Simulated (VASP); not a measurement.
# Al3InSb4: single point with PBE

The system is Al3InSb4.

```
Al In Sb
1.0
    -3.16110    3.16110    6.31680
     3.16110   -3.16110    6.31680
     3.16110    3.16110   -6.31680
Al In Sb
3 1 4
Direct
  0.50000 0.50000 0.00000
  0.25000 0.75000 0.50000
  0.75000 0.25000 0.50000
  0.00000 0.00000 0.00000
  0.86843 0.86843 0.47805
  0.39038 0.39038 0.52195
  0.13157 0.60962 0.00000
  0.60962 0.13157 0.00000
```

```json
{"Program": "VASP 6.6.1", "Task": "single point", "Functional": "PBE", "Potentials or basis": "VASP PAW PBE potentials, release 64 (Al, In_d, Sb)", "Cutoff": "520 eV", "k mesh": "6 × 6 × 6", "Occupations": "gaussian, width 0.02 eV", "Spin": "no spin polarisation", "Dipole correction": "no", "Further INCAR settings": "ALGO = Normal; EDIFF = 1e-06; NBANDS = 31"}
```

| Item | Value |
| --- | --- |
| Pressure | 0.1 GPa |
| Largest force | 0.014 eV/Å |
| Band gap on the k mesh | 0.79 eV, direct |

Forces in eV/Å, atoms in the order of the input:
```
Al   0.000  0.000  0.000
Al   0.000  0.000  0.000
Al   0.000  0.000  0.000
In   0.000  0.000  0.000
Sb   0.008  0.008 -0.007
Sb  -0.008 -0.008 -0.007
Sb   0.008 -0.008  0.007
Sb  -0.008  0.008  0.007
```

Levels at points of the mesh, in eV from the valence-band top:
| k point | band 19 | band 20 | band 21 | band 22 | band 23 | band 24 |
| --- | --- | --- | --- | --- | --- | --- |
| (0.00, 0.00, 0.00) | -0.05 | 0.00 | 0.00 | 0.79 | 1.35 | 1.36 |
| (0.50, 0.00, 0.00) | -1.60 | -1.03 | -0.95 | 2.48 | 2.54 | 2.75 |
| (0.50, 0.50, 0.00) | -0.87 | -0.72 | -0.72 | 0.90 | 1.08 | 2.20 |
| (0.50, 0.50, 0.50) | -1.49 | -1.14 | -1.14 | 1.07 | 1.35 | 1.35 |

It took 6.6 min on 1 thread of Intel Xeon 6975P-C, with other jobs on the host, peak memory 0.62 GiB.

Caveat: spin-orbit coupling is left out, which moves the levels of the heavy elements. A hybrid or GW would open this gap; PBE tends to underestimate it.
